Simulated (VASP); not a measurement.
Si:

```
Si
1.0
     0.00000    1.90595    1.90595
     1.90595    0.00000    1.90595
     1.90595    1.90595    0.00000
Si
1
Direct
  0.00000 0.00000 0.00000
```

| Item | Value |
| --- | --- |
| Program | VASP 6.6.1 |
| Task | relaxation of cell and atoms |
| Functional | PBE |
| Potentials or basis | VASP PAW PBE potentials, release 64 (Si) |
| Cutoff | 600 eV |
| k mesh | 24 × 24 × 24 |
| Occupations | gaussian, width 0.1 eV |
| Spin | no spin polarisation |

At the start: pressure 4.0 GPa; volume 13.85 Å³/atom.

Problem. Where does the relaxation end?

Solution. Over 3 steps the energy falls by 7.4 meV/atom and the volume is 14.46 Å³/atom (+4.4 %); space group Fm-3m (No. 225, to 0.05 Å).

Step by step:
| step | energy change (eV) | largest force (eV/Å) | pressure (GPa) | volume (Å³) |
| --- | --- | --- | --- | --- |
| 1 | 0.0000 | 0.0000 | 4.03 | 13.85 |
| 2 | -0.0073 | 0.0000 | -0.53 | 14.56 |
| 3 | -0.0074 | 0.0000 | 0.00 | 14.46 |

Final structure:
```
Si
1.0
     0.00000    1.93379    1.93379
     1.93379    0.00000    1.93379
     1.93379    1.93379    0.00000
Si
1
Direct
  0.00000 0.00000 0.00000
```
